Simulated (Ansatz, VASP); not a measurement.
Ba: VASP beside Ansatz

INCAR

```
SYSTEM = Ba
ALGO = Normal
EDIFF = 1E-6
ENCUT = 520
ISIF = 2
ISMEAR = -1
LASPH = .True.
LCHARG = .False.
LREAL = .False.
LWAVE = .False.
NBANDS = 11
NELM = 100
PREC = Accurate
SIGMA = 0.1
```

Contents of KPOINTS:

```
k-points
0
Gamma
  10 10 10
  0 0 0
```

File POSCAR:

```
Ba
1.0
    3.6513791856      0.0000000000      0.0000000000
    0.0000000000      3.6513791856      0.0000000000
    0.0000000000      0.0000000000      3.6513791856
Ba
1
Direct
    0.0000000000      0.0000000000      0.0000000000
```

Input for Ansatz:

```yaml
crystal:
  lattice:
    - [3.6513791856, 0.0, 0.0]
    - [0.0, 3.6513791856, 0.0]
    - [0.0, 0.0, 3.6513791856]
  atoms:
    - { symbol: Ba, position: [0.0, 0.0, 0.0] }
hamiltonian:
  xc: lda
  pseudopotentials:
    kind: paw
    azcp:
      Ba: "pseudopotentials/Ba.paw.azcp"
basis:
  ecutwfc: 420
  fft_grid_basis: typed
kpoints:
  mp_grid: { grid: [10, 10, 10], shift: [0, 0, 0] }
magnetization:
  spin_polarized: false
scf:
  occupations: { method: fermi_dirac, width: 0.1 }
  lower_state_search: "off"
output:
  stress: true
```

Alike in both runs: task single point; functional LDA; k mesh 10 × 10 × 10; occupations fermi-dirac, width 0.1 eV; no spin polarisation.

|  | VASP | Ansatz |
| --- | --- | --- |
| version | VASP 6.6.1 | Ansatz 0.2.0 |
| potentials or method | VASP PAW LDA potentials, release 64 (Ba_sv), cutoff 520 eV | plane waves (420 eV) with PAW, scalar-relativistic |
| valence electrons in the cell | 10 | 10 |

VASP gave:

```
pressure (GPa) : 0.7
```

Estimate Ansatz's values.

pressure (GPa): 0.4.

Ansatz warns that its potentials were made for another functional, while VASP's fit it. LDA's correlation is that of Perdew and Zunger in VASP and of Perdew and Wang (1992) in Ansatz.

Spin-orbit coupling is off throughout.
